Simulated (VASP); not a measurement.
Crystal: PdPt2Se3.

```
CELL_PARAMETERS angstrom
4.00435 0.00000 0.00000
-2.00218 3.46787 0.00000
0.00000 0.00000 9.72355
ATOMIC_POSITIONS crystal
Pd 0.00000 0.00000 0.00000
Pt 0.33333 0.66667 0.67351
Pt 0.66667 0.33333 0.32649
Se 0.33333 0.66667 0.15392
Se 0.66667 0.33333 0.84608
Se 0.00000 0.00000 0.50000
```

The cell was built from a structure type or drawn by symmetry, and may not be a known phase.

```yaml
Program: VASP 6.6.1
Task: relaxation of cell and atoms
Functional: PBE
Potentials_or_basis: VASP PAW PBE potentials, release 64 (Pd, Pt, Se)
Cutoff: 600 eV
k_mesh: 6 × 6 × 2
Occupations: gaussian, width 0.1 eV
Spin: no spin polarisation
```

At the start: pressure -14.5 GPa; volume 22.50 Å³/atom.

Problem. How do energy, volume and symmetry change on relaxing?

Solution. Over 10 steps the energy falls by 256.5 meV/atom and the volume is 18.68 Å³/atom (-17.0 %); space group P-3m1 (No. 164, to 0.1 Å) before and after.

The path:
| step | energy change (eV) | largest force (eV/Å) | pressure (GPa) | volume (Å³) |
| --- | --- | --- | --- | --- |
| 1 | 0.0000 | 0.8192 | -14.51 | 135.03 |
| 2 | -0.7416 | 0.9821 | 19.24 | 98.98 |
| 3 | -1.3640 | 1.0126 | 0.01 | 111.17 |
| 4 | -1.3643 | 1.0143 | 0.51 | 110.73 |
| 5 | -1.4467 | 0.7250 | 0.73 | 110.55 |
| 6 | -1.5180 | 0.2055 | 1.85 | 110.20 |
| 7 | -1.5123 | 0.1253 | -2.66 | 114.58 |
| 8 | -1.5309 | 0.1514 | -0.30 | 112.16 |
| 9 | -1.5351 | 0.1018 | -0.21 | 112.12 |
| 10 | -1.5391 | 0.0075 | -0.02 | 112.05 |

Final structure:
```
CELL_PARAMETERS angstrom
3.76800 0.00000 0.00000
-1.88400 3.26318 0.00000
0.00000 0.00000 9.11303
ATOMIC_POSITIONS crystal
Pd 0.00000 0.00000 0.00000
Pt 0.33333 0.66667 0.67157
Pt 0.66667 0.33333 0.32843
Se 0.33333 0.66667 0.17567
Se 0.66667 0.33333 0.82433
Se 0.00000 0.00000 0.50000
```

Caveat: the volume moved by over 15 % at a fixed basis, so the end points are rough.
